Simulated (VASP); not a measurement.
# Si in VASP: single point with r2SCAN

Aim: the single point of Si with r2SCAN.

Program: VASP 6.6.1. These are calculated values, not measurements. Logs are shortened: lines on timing, memory, paths and dates and some standing lists are left out, and cuts for length are marked.

### 1 The cell of the first run

The typed cell holds 8 atoms: a = 5.477 Å, b = 5.477 Å, c = 5.475 Å, α = 103.85°, β = 103.81°, γ = 121.47°.

### 2 Single point, r2SCAN

POSCAR

```
Si
1.0
    1.3393721254     -2.3179312086      4.7781771647
    1.3378161342     -2.3194933970     -4.7779600196
    2.7976275058      4.7064712032      0.0008306252
Si
8
Direct
    0.6872847500      0.4372714117      0.2500640890
    1.1872312987      0.9372422965      0.2500496829
    0.5628073957      0.3127769599      0.7500413188
    1.0628177898      0.8128509578      0.7500683090
   -0.1872752076      0.0627293349      0.2499048408
    0.3127529909      0.5627460145      0.2499837497
   -0.0628266539      0.1871755646      0.7499562729
    0.4372076365      0.6872074602      0.7499317367
```

INCAR.step1

```
ALGO     = Normal         # electronic algorithm
EDIFF    = 1E-4           # SCF threshold, eV
ENCUT    = 520            # plane-wave cutoff, eV
GGA      = PE             # functional
ISMEAR   = 0              # smearing method
LASPH    = True           # aspherical terms in the spheres
LCHARG   = False          # write CHGCAR
LREAL    = False          # projectors in reciprocal space
LWAVE    = True           # write WAVECAR
NBANDS   = 26             # bands
NELM     = 80             # most SCF steps
PREC     = Accurate       # precision mode
SIGMA    = 0.15           # smearing width, eV
```

INCAR.step2

```
ALGO     = Normal         # electronic algorithm
EDIFF    = 1E-7           # SCF threshold, eV
ENCUT    = 520            # plane-wave cutoff, eV
ISIF     = 2              # what is computed and relaxed
ISMEAR   = 0              # smearing method
ISTART   = 1            
LASPH    = True           # aspherical terms in the spheres
LCHARG   = False          # write CHGCAR
LMIXTAU  = True         
LREAL    = False          # projectors in reciprocal space
LWAVE    = False          # write WAVECAR
METAGGA  = R2SCAN         # meta-GGA
NBANDS   = 26             # bands
NELM     = 80             # most SCF steps
PREC     = Accurate       # precision mode
SIGMA    = 0.15           # smearing width, eV
```

KPOINTS

```
k-points
0
Gamma
  8 8 8
```

Potentials or basis: VASP PAW PBE potentials, release 64 (Si).

Run with:

```
$ cat potpaw_PBE.64/Si/POTCAR > POTCAR
$ cp INCAR.step1 INCAR
$ mpirun -np 1 vasp_std > vasp.out
$ cp INCAR.step2 INCAR
$ mpirun -np 1 vasp_std > vasp.out
```

OUTCAR:

```text
EDIFF = 1E-7
   ENCUT = 520
   ISIF = 2
   ISMEAR = 0
   ISTART = 1
   LASPH = True
   LREAL = False
   METAGGA = R2SCAN
   NELM = 80
   PREC = Accurate

 ion  position               nearest neighbor table
   1  0.687  0.437  0.250-   5 2.48   6 2.48   4 2.48   3 2.48   2 2.68   2 2.68   3 3.12   4 3.12
                             6 3.12   5 3.12
   2  0.187  0.937  0.250-   5 2.48   6 2.48   4 2.48   3 2.48   1 2.68   1 2.68   4 3.12   3 3.12
                             6 3.12   5 3.12
   3  0.563  0.313  0.750-   7 2.48   8 2.48   2 2.48   1 2.48   4 2.68   4 2.68   1 3.12   2 3.12
                             8 3.12   7 3.12
   4  0.063  0.813  0.750-   7 2.48   8 2.48   2 2.48   1 2.48   3 2.68   3 2.68   2 3.12   1 3.12
                             8 3.12   7 3.12
   5  0.813  0.063  0.250-   2 2.48   1 2.48   8 2.48   7 2.48   6 2.68   6 2.68   7 3.12   8 3.12
                             1 3.12   2 3.12
   6  0.313  0.563  0.250-   1 2.48   2 2.48   8 2.48   7 2.48   5 2.68   5 2.68   7 3.12   8 3.12
                             1 3.12   2 3.12
   7  0.937  0.187  0.750-   4 2.48   3 2.48   6 2.48   5 2.48   8 2.68   8 2.68   5 3.12   6 3.12
                             3 3.12   4 3.12
   8  0.437  0.687  0.750-   4 2.48   3 2.48   6 2.48   5 2.48   7 2.68   7 2.68   5 3.12   6 3.12
                             3 3.12   4 3.12

  LATTYP: Found a base centered monoclinic cell.
 ALAT       =    21.3641863378
 B/A-ratio  =     0.2506400932
 C/A-ratio  =     0.3162830454
 COS(beta)  =    -0.9487090853

  Lattice vectors:

 A1 = (  -9.6118153966,  -2.4575865922,  -4.7800555602)
 A2 = (  -6.9346271370,  -7.0950111978,  -4.7798384151)
 A3 = (   4.1369996312,   2.3885399946,   4.7790077899)

Analysis of symmetry for initial positions (statically):
=====================================================================
 Subroutine PRICEL returns:
 Original cell was already a primitive cell.

 Routine SETGRP: Setting up the symmetry group for a
 base centered monoclinic supercell.

 Subroutine GETGRP returns: Found  1 space group operations
 (whereof  1 operations were pure point group operations)
 out of a pool of  4 trial point group operations.

The static configuration has the point symmetry C_1 .

Analysis of symmetry for dynamics (positions and initial velocities):
=====================================================================
 Subroutine PRICEL returns:
 Original cell was already a primitive cell.

 Routine SETGRP: Setting up the symmetry group for a
[... 119 lines left out ...]
   LREAL  =      F    real-space projection
   EDIFFG = 0.1E-05   stopping-criterion for IOM
   NSW    =      0    number of steps for IOM
   IBRION =     -1    ionic relax: 0-MD 1-quasi-New 2-CG
   NFREE  =      0    steps in history (QN), initial steepest desc. (CG)
   ISIF   =      2    stress and relaxation
   ISYM   =      2    0-nonsym 1-usesym 2-fastsym
   POTIM  = 0.5000    time-step for ionic-motion
   TEBEG  =    0.0;   TEEND  =   0.0 temperature during run
   PSTRESS=    0.0 pullay stress
   NELECT =      32.0000    total number of electrons
   NUPDOWN=      -1.0000    fix difference up-down
   EMIN   =  10.00;   EMAX   =-10.00  energy-range for DOS
   EFERMI =   0.00;   METHOD = LEGACY
   ISMEAR =     0;   SIGMA  =   0.15  broadening in eV -4-tet -1-fermi 0-gaus
   EFERMI_NEDOS =   21; number of points for ismear=-14 and -15
   IALGO  =     38    algorithm
   IMIX   =      4    mixing-type and parameters
     AMIX     =   0.40;   BMIX     =  1.00
     AMIX_MAG =   1.60;   BMIX_MAG =  1.00
  volume/ion in A,a.u.               =      15.27       103.08
  Fermi-wavevector in a.u.,A,eV,Ry     =   1.047390  1.979280 14.925941  1.097026
  Thomas-Fermi vector in A             =   2.182268
   LORBIT       =      0    0 simple, 1 ext, 2 COOP (PROOUT), +10 PAW based schemes
   METAGGA = R2SCAN    functional components
   LHFCALC =     F    Hartree Fock is set to
   AEXX    =    0.0000 exact exchange contribution
   IVDW    =     0    specifies the selected vdW correction
   LEPSILON=     F    determine dielectric tensor
   LRPA    =     F    only Hartree local field effects (RPA)
 non-spin polarized calculation
 Gauss-broadening in eV      SIGMA  =   0.15
  energy-cutoff  :      520.00
  volume of cell :      122.19
 maximum number of plane-waves:      3334
 NGX is ok and might be reduce to    42
   NGX = 21   NGY = 21   NGZ = 21

 number of electron      31.9999999 magnetization

 Free energy of the ion-electron system (eV)
  ---------------------------------------------------
  ext. energy  EPLUGINS =         0.00000000
  ---------------------------------------------------
  free energy    TOTEN  =       -66.74150029 eV

  energy without entropy =      -66.70972317  energy(sigma->0) =      -66.72561173

 E-fermi :   9.1331     XC(G=0): -11.4825

 val. band max:        9.1294622042   @ k =   0.2500   0.0000   0.3750
 cond. band min:       9.1404101791   @ k =   0.3750   0.3750  -0.0000
 fundamental gap:      0.0109479750
 Fermi energy:         9.1330672194

 k-point     1 :       0.0000    0.0000    0.0000
  band No.  band energies     occupation
      1      -5.3381      2.00000
      2       0.4969      2.00000
      3       0.5060      2.00000
      4       2.0477      2.00000
      5       2.0498      2.00000
      6       2.5440      2.00000
[... 685 lines left out ...]
     25      14.9961      0.00000
     26      15.0218      0.00000

 [... further k-points ...]
[... 5 lines left out ...]
  --------------------------------------------------------------------------------------
  -------------------------------------------------------------------------------------
  Total       -0.0818411     -0.0298724     -0.1002664     -0.0437082     -0.0166238     -0.0270306
  in kB       -1.0730815     -0.3916805     -1.3146698     -0.5730920     -0.2179678     -0.3544196
  external PRESSURE =      -0.9264773 kB  Pullay stress =       0.0000000 kB

 VOLUME and BASIS-vectors are now :
 -----------------------------------------------------------------------------
  energy-cutoff  :      520.00
  volume of cell :      122.19
      direct lattice vectors                 reciprocal lattice vectors
     1.339372125 -2.317931209  4.778177165     0.184014247 -0.109400484  0.104632715
     1.337816134 -2.319493397 -4.777960020     0.184054134 -0.109387257 -0.104656880
     2.797627506  4.706471203  0.000830625     0.181334311  0.104684414 -0.000046639

 POSITION                                       TOTAL-FORCE (eV/Angst)
 -----------------------------------------------------------------------------------
      2.20510     -1.43041      1.19491        -0.000359     -0.000913     -0.000535
      2.20418     -1.43106     -3.58327        -0.000287     -0.000998      0.000563
      3.27058      1.50001      1.19538        -0.000805      0.000375     -0.001453
      3.26999      1.49917     -3.58299        -0.001270      0.000470      0.001447
      1.87160     -0.85317      3.58383         0.001502      0.002143     -0.000114
      1.87110     -0.85368     -1.19418        -0.000906     -0.000426      0.000024
      3.60373      0.92319      3.58429         0.001310     -0.001854     -0.000148
      3.60297      0.92214     -1.19377         0.000814      0.001204      0.000216
 -----------------------------------------------------------------------------------
    total drift:                                0.000000      0.000000     -0.000000

  FREE ENERGIE OF THE ION-ELECTRON SYSTEM (eV)
  ---------------------------------------------------
  free  energy   TOTEN  =       -66.7415002861 eV

  energy  without entropy=      -66.7097231696  energy(sigma->0) =      -66.72561173
```

It took 83 min on 1 thread of Oxide Virtual Turin-like, shared host; peak memory 0.62 GiB.

Results:

* Free energy: -66.7415 eV
* Pressure: -0.1 GPa
* Band gap on the k mesh: zero (bands 16 and 17 overlap by 2.16 eV)

Forces in eV/Å, atoms in the order of the input:
```
Si   0.000 -0.001 -0.001
Si   0.000 -0.001  0.001
Si  -0.001  0.000 -0.001
Si  -0.001  0.000  0.001
Si   0.002  0.002  0.000
Si  -0.001  0.000  0.000
Si   0.001 -0.002  0.000
Si   0.001  0.001  0.000
```

Caveat: the PAW data sets were made with another functional, which shifts forces and pressure a little.
